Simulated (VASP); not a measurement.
Write the native input for VASP 6.6.1 that does the following.

- Task: single point
- Functional: PBEsol
- Potentials or basis: VASP PAW PBE potentials, release 64 (Be, C)
- Cutoff: 600 eV
- k mesh: 10 × 10 × 10
- Occupations: fermi-dirac, width 0.02 eV
- Spin: no spin polarisation
- Dipole correction: no
- Further INCAR settings: ALGO = Normal; EDIFF = 1e-06; NBANDS = 11

The structure of Be2C lies in POSCAR:

```
Be2C
1.0
    0.0000000000      2.1553712581      2.1553712581
    2.1553712581      0.0000000000      2.1553712581
    2.1553712581      2.1553712581      0.0000000000
Be C
2 1
Direct
    0.7500000000      0.7500000000      0.7500000000
    0.2500000000      0.2500000000      0.2500000000
    0.0000000000      0.0000000000      0.0000000000
```

One way to write it, as run:

INCAR

```
  PREC = Accurate
  ENCUT = 600
  EDIFF = 1E-6
  ISMEAR = -1
  SIGMA = 0.02
  LREAL = F
  LASPH = T
  NELM = 120
  ALGO = Normal
  ISIF = 2
  LWAVE = F
  LCHARG = F
  GGA = PS
  NBANDS = 11
  GGA_COMPAT = F
```

KPOINTS

```
Automatic mesh
0
Gamma
  10 10 10
```

Potentials or basis: VASP PAW PBE potentials, release 64 (Be, C).

Command:

```console
$ cat potpaw_PBE.64/Be/POTCAR potpaw_PBE.64/C/POTCAR > POTCAR
$ mpirun -np 1 vasp_std > vasp.out
```

Results of the run:

```
Pressure               : 0.6 GPa
Band gap on the k mesh : 1.07 eV, indirect (least direct gap 4.11 eV)
```

Caveat: the PAW data sets were made with another functional, which shifts forces and pressure a little.

Wall time 3.7 s on 1 thread of Intel(R) Xeon(R) 6975P-C (Granite Rapids), on a shared host, peak memory 0.14 GiB.
